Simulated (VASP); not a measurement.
A run of VASP 6.6.1 is set up as follows.

File INCAR:

```
SYSTEM = La2O3
  PREC = Accurate
  ENCUT = 520
  EDIFF = 1E-7
  ISMEAR = 0
  SIGMA = 0.01
  LREAL = .False.
  LASPH = .True.
  NELM = 80
  ALGO = Normal
  ISIF = 2
  LWAVE = .False.
  LCHARG = .False.
  GGA = CA
  NBANDS = 28
```

File KPOINTS:

```
regular mesh
0
Gamma
  6 6 6
  0 0 0
```

Contents of POSCAR:

```
La2O3
1.0
    6.2876000201      0.0000000000      0.0000000000
   -3.1438000100      5.4452216673      0.0000000000
    0.0000000000      0.0000000000      3.3107287583
La O
2 3
Direct
    0.3333333333      0.6666666667      0.5000000000
    0.6666666667      0.3333333333      0.5000000000
    0.4919860000      0.4919860000      0.0000000000
    0.0000000000      0.5080140000      0.0000000000
    0.5080140000      0.0000000000      0.0000000000
```

Potentials or basis: VASP PAW LDA potentials, release 64 (La, O).

Command:

```sh
$ cat potpaw_LDA.64/La/POTCAR potpaw_LDA.64/O/POTCAR > POTCAR
$ mpirun -np 1 vasp_std > vasp.out
```

What does it give for the pressure?

-4.2 GPa.

Estimate the band gap on the k mesh.

1.43 eV (least direct gap 1.92 eV).

Estimate the largest force.

0.078 eV/Å.

Forces on the atoms (eV/Å):
```
La   0.000  0.000  0.000
La   0.000  0.000  0.000
O    0.039  0.068  0.000
O    0.039 -0.068  0.000
O   -0.078  0.000  0.000
```

Caveat: the stress differs along the axes, from -8 to -2 GPa; spin-orbit coupling is left out, which moves the levels of the heavy elements. A k mesh can miss the band edges.
